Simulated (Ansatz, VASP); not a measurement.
## Yb: VASP beside Ansatz

The input INCAR:

```
SYSTEM = Yb
PREC = Accurate
ENCUT = 520
EDIFF = 1E-6
ISMEAR = -1
SIGMA = 0.01
LREAL = .FALSE.
LASPH = .TRUE.
NELM = 150
ALGO = Normal
ISIF = 2
LWAVE = .FALSE.
LCHARG = .FALSE.
ISPIN = 2
MAGMOM = 2
LORBIT = 11
LMAXMIX = 6
GGA = RP
NBANDS = 22
ISYM = 0
```

The input KPOINTS:

```
regular mesh
0
G
  1 1 1
  0 0 0
```

File POSCAR:

```
Yb
1.0
   14.0000000000      0.0000000000      0.0000000000
    0.0000000000     14.4000000000      0.0000000000
    0.0000000000      0.0000000000     14.8000000000
Yb
1
Direct
    0.5000000000      0.5000000000      0.5000000000
```

Input for Ansatz:

```yaml
crystal:
  lattice:
    - [14.0, 0.0, 0.0]
    - [0.0, 14.4, 0.0]
    - [0.0, 0.0, 14.8]
  atoms:
    - { symbol: Yb, position: [0.5, 0.5, 0.5], spin: 2.0 }
  symmetry: { detect: false, time_reversal: true }
hamiltonian:
  xc: rpbe
  pseudopotentials:
    kind: paw
    azcp:
      Yb: "pseudopotentials/Yb.paw.azcp"
basis:
  ecutwfc: 420
  fft_grid_basis: typed
kpoints:
  mp_grid: { grid: [1, 1, 1], shift: [0, 0, 0] }
magnetization:
  spin_polarized: true
scf:
  occupations: { method: fermi_dirac, width: 0.01 }
```

Alike in both runs: task single point; functional RPBE; k mesh 1 × 1 × 1; occupations fermi-dirac, width 0.01 eV; collinear spin.

```csv
,VASP,Ansatz
version,VASP 6.6.1,Ansatz 0.2.0
potentials or method,"VASP PAW PBE potentials, release 64 (Yb), cutoff 520 eV","plane waves (420 eV) with PAW, scalar-relativistic"
valence electrons in the cell,24,24
```

```tsv
	VASP	Ansatz	Ansatz less VASP
gap on the k mesh at the Fermi level (eV)	1.76	1.90	+0.141
net moment per atom (μB)	0.00	0.00	0.000
```

VASP's potentials were made for PBE, not for RPBE. Ansatz's warnings: given moment on shells, seeded moment not kept.

Neither program's run includes spin-orbit coupling.
